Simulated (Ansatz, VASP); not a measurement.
# Two plane-wave programs on P

File INCAR:

```
PREC = Accurate
ENCUT = 520
EDIFF = 1E-7
ISMEAR = 0
SIGMA = 0.15
LREAL = False
LASPH = True
NELM = 60
ALGO = Normal
ISIF = 2
LWAVE = False
LCHARG = False
GGA = PS
NBANDS = 12
```

File KPOINTS:

```
Automatic mesh
0
Gamma
  18 18 18
```

The input POSCAR:

```
P
1.0
   -1.6407647418      2.4397100862      1.9147124599
    1.6407647418     -2.4397100862      1.9147124599
    1.6407647418      2.4397100862     -1.9147124599
P
2
Direct
    0.8033091100      0.0533091100      0.7500000000
    0.1966908900      0.9466908900      0.2500000000
```

Input for Ansatz:

```yaml
crystal:
  lattice:
    - [-1.6407647418, 2.4397100862, 1.9147124599]
    - [1.6407647418, -2.4397100862, 1.9147124599]
    - [1.6407647418, 2.4397100862, -1.9147124599]
  atoms:
    - { symbol: P, position: [0.80330911, 0.05330911, 0.75] }
    - { symbol: P, position: [0.19669089, 0.94669089, 0.25] }
basis:
  ecutwfc: 420
kpoints:
  mp_grid: { grid: [18, 18, 18] }
hamiltonian:
  xc: pbesol
scf:
  occupations: { method: gaussian, width: 0.15 }
output:
  forces: true
  stress: true
  eigenvalues: true
```

Change from the starting cell: strain -0.030 along x and y, +0.030 along z, atoms carried along.

Alike in both runs: task single point; functional PBEsol; k mesh 18 × 18 × 18; occupations gaussian, width 0.15 eV; no spin polarisation.

|  | VASP | Ansatz |
| --- | --- | --- |
| version | VASP 6.6.1 | Ansatz 0.2.0 |
| potentials or method | VASP PAW PBE potentials, release 64 (P), cutoff 520 eV | scalar-relativistic, plane waves, PAW |
| valence electrons in the cell | 10 | 10 |

VASP gave:

```
gap on the k mesh at the Fermi level (eV)                     : none
pressure (GPa)                                                : 3.1
traceless stress, the component that is largest in VASP (GPa) : -5.16
rms of the force components (eV/Å)                            : 0.202
```

**Question.** What did Ansatz give for the same quantities?

**Answer.** gap on the k mesh at the Fermi level (eV): none; pressure (GPa): 3.1; traceless stress, the component that is largest in VASP (GPa): -5.04; rms of the force components (eV/Å): 0.226.

VASP's potentials were made for PBE, not for PBEsol. Atom by atom the forces differ by 0.023 eV/Å (rms over components). A gap of «none» marks a metal or a gap that the smearing closes.
